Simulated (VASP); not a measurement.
Write the native input for VASP 6.6.1 that does the following.

```yaml
Task: single point
Functional: PBE
Potentials_or_basis: VASP PAW PBE potentials, release 64 (Be, Te)
Cutoff: 600 eV
k_mesh: 6 × 6 × 6
Occupations: methfessel-paxton, width 0.1 eV
Spin: no spin polarisation
Dipole_correction: no
Further_INCAR_settings: ALGO = Normal; EDIFF = 1e-06; NBANDS = 11
```

The structure of BeTe lies in POSCAR:

```
BeTe
1.0
    0.0000000000      2.8324268631      2.8324268631
    2.8324268631      0.0000000000      2.8324268631
    2.8324268631      2.8324268631      0.0000000000
Be Te
1 1
Direct
    0.0000000000      0.0000000000      0.0000000000
    0.2500000000      0.2500000000      0.2500000000
```

These files were run (other wordings do the same):

INCAR

```
PREC = Accurate ; ENCUT = 600
EDIFF = 1E-6 ; ISMEAR = 1
SIGMA = 0.1 ; LREAL = False
LASPH = True ; NELM = 120
ALGO = Normal ; ISIF = 2
LWAVE = False ; LCHARG = False
GGA = PE ; NBANDS = 11
GGA_COMPAT = False
```

KPOINTS

```
Automatic mesh
0
Gamma
  6 6 6
```

Potentials or basis: VASP PAW PBE potentials, release 64 (Be, Te).

Launch:

```console
$ cat potpaw_PBE.64/Be/POTCAR potpaw_PBE.64/Te/POTCAR > POTCAR
$ mpirun -np 1 vasp_std > vasp.out
```

It gave:

```json
{
 "Pressure": "0.1 GPa",
 "Band gap on the k mesh": "2.01 eV (least direct gap 3.62 eV)"
}
```

Caveat: spin-orbit coupling is left out, which moves the levels of the heavy elements.

Run time: 5.7 s on 1 thread of Intel(R) Xeon(R) 6975P-C (Granite Rapids), with other jobs on the host, peak memory 0.17 GiB.
